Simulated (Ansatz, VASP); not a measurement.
# BaTiO3: VASP beside Ansatz

File POSCAR:

```
BaTiO3
1.0
    4.0390928100      0.0000000000      0.0000000000
    0.0000000000      4.0390928100      0.0000000000
    0.0000000000      0.0000000000      4.0729922500
Ti O Ba
1 3 1
Direct
    0.5000000000      0.5000000000      0.5100000000
    0.5000000000      0.0000000000      0.4790000000
    0.0000000000      0.5000000000      0.4790000000
    0.5000000000      0.5000000000      0.9780000000
    0.0000000000      0.0000000000      0.0000000000
```

The input INCAR.step1:

```
PREC = Accurate ; ENCUT = 520
ISMEAR = 0 ; SIGMA = 0.1007
LREAL = F ; LASPH = T
NELM = 60 ; NBANDS = 28
GGA = PE ; ALGO = Normal
EDIFF = 1E-4 ; LWAVE = T
LCHARG = F
```

File INCAR.step2:

```
PREC = Accurate ; ENCUT = 520
EDIFF = 1E-6 ; ISMEAR = 0
SIGMA = 0.1007 ; LREAL = F
LASPH = T ; NELM = 60
ALGO = Normal ; ISIF = 2
LWAVE = F ; LCHARG = F
METAGGA = R2SCAN ; LMIXTAU = T
NBANDS = 28 ; ISTART = 1
```

Contents of KPOINTS:

```
regular mesh
0
Gamma
  6 6 6
```

Input for Ansatz:

```yaml
crystal:
  lattice:
    - [4.03909281, 0.0, 0.0]
    - [0.0, 4.03909281, 0.0]
    - [0.0, 0.0, 4.07299225]
  atoms:
    - { symbol: Ti, position: [0.5, 0.5, 0.51] }
    - { symbol: O, position: [0.5, 0.0, 0.479] }
    - { symbol: O, position: [0.0, 0.5, 0.479] }
    - { symbol: O, position: [0.5, 0.5, 0.978] }
    - { symbol: Ba, position: [0.0, 0.0, 0.0] }
  symmetry: { tolerance: 0.0003 }
kpoints:
  mp_grid: { grid: [6, 6, 6], shift: [0, 0, 0] }
  band_path:
    path:
      - [0.0, 0.0, 0.0]
      - [0.0, 0.5, 0.0]
      - [0.5, 0.5, 0.0]
      - [0.0, 0.0, 0.0]
      - [0.0, 0.0, 0.5]
      - [0.0, 0.5, 0.5]
      - [0.5, 0.5, 0.5]
      - [0.0, 0.0, 0.5]
      - [0.0, 0.5, 0.0]
      - [0.0, 0.5, 0.5]
      - [0.5, 0.5, 0.0]
    npoints: 6
magnetization:
  spin_polarized: false
scf:
  occupations: { method: gaussian, width: 0.1007 }
  lower_state_search: "off"
  max_iter: 200
hamiltonian:
  pseudopotentials: { kind: paw }
  xc: r2scan
basis:
  ecutwfc: 500
  fft_grid_basis: typed
output:
  forces: true
  stress: true
  eigenvalues: true
  bader: true
  populations: true
  elf: true
  write_potential: true
  volumetric_format: npy
  dos:
    e_range: [-12, 8]
    de: 0.05
    projected: { site_lists: { Ba: [Ba], O: [O], Ti: [Ti] } }
checkpoint:
  read: saved_state
```

Alike in both runs: task single point; functional r2SCAN; k mesh 6 × 6 × 6; occupations gaussian, width 0.1007 eV; no spin polarisation.

```csv
,VASP,Ansatz
version,VASP 6.6.1,Ansatz 0.2.0
potentials or method,"VASP PAW PBE potentials, release 64 (Ti_sv, O, Ba_sv), cutoff 520 eV",PAW plane waves
valence electrons in the cell,40,40
```

|  | VASP | Ansatz | Ansatz less VASP |
| --- | --- | --- | --- |
| gap on the k mesh at the Fermi level (eV) | 2.09 | 2.11 | +0.018 |
| pressure (GPa) | -4.3 | -6.0 | -1.74 |
| traceless stress, the component that is largest in VASP (GPa) | 0.35 | 0.29 | -0.059 |
| rms of the force components (eV/Å) | 0.182 | 0.208 | +0.0256 |

VASP's potentials were made for PBE, not for r2SCAN. Atom by atom the forces differ by 0.036 eV/Å (rms over components).

Neither program's run includes spin-orbit coupling.
